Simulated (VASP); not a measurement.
Write the native input for VASP 6.6.1 that does the following.

| Item | Value |
| --- | --- |
| Task | single point |
| Functional | PBE |
| Potentials or basis | VASP PAW PBE potentials, release 64 (Cs_sv, Be, C) |
| Cutoff | 520 eV |
| k mesh | 8 × 8 × 8 |
| Occupations | gaussian, width 0.1 eV |
| Spin | no spin polarisation |
| Dipole correction | no |
| Further INCAR settings | ALGO = Normal; EDIFF = 1e-07; NBANDS = 28 |

The structure of CsBe6C3 lies in POSCAR:

```
CsBe6C3
1.0
    2.9678950775     -6.2231919371      0.0000000000
    2.9678950775      6.2231919371      0.0000000000
    0.0000000000      0.0000000000      4.6594129781
Cs Be C
1 6 3
Direct
    0.0000000000      0.0000000000      0.5000000000
    0.0000000000      0.5000000000      0.5000000000
    0.5000000000      0.0000000000      0.5000000000
    0.5928097683      0.4071902317      0.2527198770
    0.5928097683      0.4071902317      0.7472801230
    0.4071902317      0.5928097683      0.2527198770
    0.4071902317      0.5928097683      0.7472801230
    0.6919084326      0.3080915674      0.5000000000
    0.3080915674      0.6919084326      0.5000000000
    0.5000000000      0.5000000000      0.0000000000
```

The cell was generated, and may not be a known phase.

One way to write it, as run:

INCAR

```
PREC = Accurate
ENCUT = 520
EDIFF = 1E-7
ISMEAR = 0
SIGMA = 0.1
LREAL = F
LASPH = T
NELM = 80
ALGO = Normal
ISIF = 2
LWAVE = F
LCHARG = F
GGA = PE
NBANDS = 28
```

KPOINTS

```
Automatic mesh
0
Gamma
  8 8 8
```

Potentials or basis: VASP PAW PBE potentials, release 64 (Cs_sv, Be, C).

Launch:

```bash
$ cat potpaw_PBE.64/Cs_sv/POTCAR potpaw_PBE.64/Be/POTCAR potpaw_PBE.64/C/POTCAR > POTCAR
$ mpirun -np 1 vasp_std > vasp.out
```

It gave:

```yaml
Pressure: 0.1 GPa
Largest_force: 0.007 eV/Å
Band_gap_on_the_k_mesh: zero (an odd number of electrons rules out a gap without spin polarisation)
```

Caveat: spin-orbit coupling is left out, which moves the levels of the heavy elements.

Wall time 9.3 min on 1 thread of Intel(R) Xeon(R) Platinum 8488C (Sapphire Rapids), on a shared host, peak memory 0.61 GiB.
